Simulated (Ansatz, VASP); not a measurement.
## Ba in VASP and in Ansatz

INCAR

```
PREC = Accurate ; ENCUT = 520
EDIFF = 1E-6 ; ISMEAR = -1
SIGMA = 0.1 ; LREAL = False
LASPH = True ; NELM = 100
ALGO = Normal ; ISIF = 2
LWAVE = False ; LCHARG = True
GGA = PE ; LELF = True
LVHAR = True ; NBANDS = 11
```

The input KPOINTS:

```
Automatic mesh
0
Gamma
  9 9 9
```

File POSCAR:

```
Ba
1.0
    3.8457580680      0.0000000000      0.0000000000
    0.0000000000      3.8457580680      0.0000000000
    0.0000000000      0.0000000000      3.8457580680
Ba
1
Direct
    0.0000000000      0.0000000000      0.0000000000
```

Input for Ansatz:

```yaml
crystal:
  lattice:
    - [3.845758068, 0.0, 0.0]
    - [0.0, 3.845758068, 0.0]
    - [0.0, 0.0, 3.845758068]
  atoms:
    - { symbol: Ba, position: [0.0, 0.0, 0.0] }
hamiltonian:
  xc: pbe
  pseudopotentials:
    kind: paw
    azcp:
      Ba: "pseudopotentials/Ba.paw.azcp"
basis:
  ecutwfc: 420
  fft_grid_basis: typed
kpoints:
  mp_grid: { grid: [9, 9, 9], shift: [0, 0, 0] }
magnetization:
  spin_polarized: false
scf:
  occupations: { method: fermi_dirac, width: 0.1 }
  lower_state_search: "off"
output:
  stress: true
```

Alike in both runs: task single point; functional PBE; k mesh 9 × 9 × 9; occupations fermi-dirac, width 0.1 eV; no spin polarisation.

```csv
,VASP,Ansatz
version,VASP 6.6.1,Ansatz 0.2.0
potentials or method,"VASP PAW PBE potentials, release 64 (Ba_sv), cutoff 520 eV","plane waves (420 eV) with PAW, scalar-relativistic"
valence electrons in the cell,10,10
```

VASP gave:

| Item | Value |
| --- | --- |
| pressure (GPa) | 0.9 |

Problem. What did Ansatz give for the same quantities?

Solution. Pressure (GPa): 0.7.

The functional is the same, so the differences come from potentials, cutoffs and numerics.

Neither program's run includes spin-orbit coupling.
